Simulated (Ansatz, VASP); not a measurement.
**SiC in VASP and in Ansatz**

Contents of INCAR:

```
ALGO = Normal
EDIFF = 1E-6
EDIFFG = -0.005
ENCUT = 600
GGA = PE
IBRION = 2
ISIF = 3
ISMEAR = -1
LASPH = True
LCHARG = False
LREAL = False
LWAVE = False
NELM = 100
NSW = 100
PREC = Accurate
SIGMA = 0.05
```

File KPOINTS:

```
k-points
0
Gamma
  13 13 13
```

Contents of POSCAR:

```
SiC
1.0
    0.0000000000      2.2322827293      2.2322827293
    2.2322827293      0.0000000000      2.2322827293
    2.2322827293      2.2322827293      0.0000000000
Si C
1 1
Direct
    0.0000000000      0.0000000000      0.0000000000
    0.5000000000      0.5000000000      0.5000000000
```

Input for Ansatz:

```yaml
crystal:
  lattice:
    - [0.0, 2.2322827293, 2.2322827293]
    - [2.2322827293, 0.0, 2.2322827293]
    - [2.2322827293, 2.2322827293, 0.0]
  atoms:
    - { symbol: Si, position: [0.0, 0.0, 0.0] }
    - { symbol: C, position: [0.5, 0.5, 0.5] }
kpoints:
  mp_grid: { grid: [13, 13, 13] }
scf:
  occupations: { method: fermi_dirac, width: 0.05 }
hamiltonian:
  xc: pbe
  pseudopotentials: { kind: paw }
output:
  forces: true
  stress: true
relax:
  f_tol: 0.005
  max_steps: 80
  cell: {}
```

Alike in both runs: task relaxation of cell and atoms; functional PBE; k mesh 13 × 13 × 13; occupations fermi-dirac, width 0.05 eV; no spin polarisation.

```csv
,VASP,Ansatz
version,VASP 6.6.1,Ansatz 0.2.0
potentials or method,"VASP PAW PBE potentials, release 64 (Si, C)","PAW with Ansatz's default frozen-core files, scalar-relativistic"
plane-wave cutoff (eV),600,420
valence electrons in the cell,8,8
```

```tsv
	VASP	Ansatz	Ansatz less VASP
relaxed volume (Å³/atom)	8.36	8.36	+0.003
relaxed cell length with the largest relative difference (Å)	2.870	2.870	+0.0003
```

Noted on VASP's run: the volume moved by over 15 % at a fixed basis, so the end points are rough.
